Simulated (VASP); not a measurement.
Wanted: the native input for a VASP 6.6.1 run.

- Task: single point
- Functional: PBE
- Potentials or basis: VASP PAW PBE potentials, release 64 (H)
- Cutoff: 520 eV
- k mesh: 10 × 10 × 10
- Occupations: gaussian, width 0.05 eV
- Spin: no spin polarisation
- Dipole correction: no
- Further INCAR settings: ALGO = Normal; EDIFF = 1e-06; NBANDS = 8

The structure of H lies in POSCAR:

```
H
1.0
   -1.9581229107      1.9581229107      2.0508757783
    1.9581229107     -1.9581229107      2.0508757783
    1.9581229107      1.9581229107     -2.0508757783
H
2
Direct
    0.9178910720      0.9178910720      0.0000000000
    0.0821089280      0.0821089280      0.0000000000
```

This cell differs from its parent crystal: ratio of the length along z to the lengths across it x 0.85, volume and fractional coordinates fixed.

One way to write it, as run:

INCAR

```
SYSTEM = H
  PREC = Accurate
  ENCUT = 520
  EDIFF = 1E-6
  ISMEAR = 0
  SIGMA = 0.05
  LREAL = .False.
  LASPH = .True.
  NELM = 100
  ALGO = Normal
  ISIF = 2
  LWAVE = .False.
  LCHARG = .True.
  GGA = PE
  LELF = .True.
  LVHAR = .True.
  NBANDS = 8
```

KPOINTS

```
regular mesh
0
Gamma
  10 10 10
  0 0 0
```

Potentials or basis: VASP PAW PBE potentials, release 64 (H).

Run with:

```sh
$ cat potpaw_PBE.64/H/POTCAR > POTCAR
$ mpirun -np 1 vasp_std > vasp.out
```

Results of the run:

| Property | Result |
| --- | --- |
| Pressure | 3.8 GPa |
| Largest force | 3.431 eV/Å |
| Band gap on the k mesh | 9.96 eV, indirect (least direct gap 10.39 eV) |

Caveat: forces of over 1 eV/Å act on the atoms, so gaps and moduli don't describe the material at rest.

It took 21 s on 1 thread of AMD EPYC 9R45 (Zen 5) (shared host), peak memory 0.12 GiB.
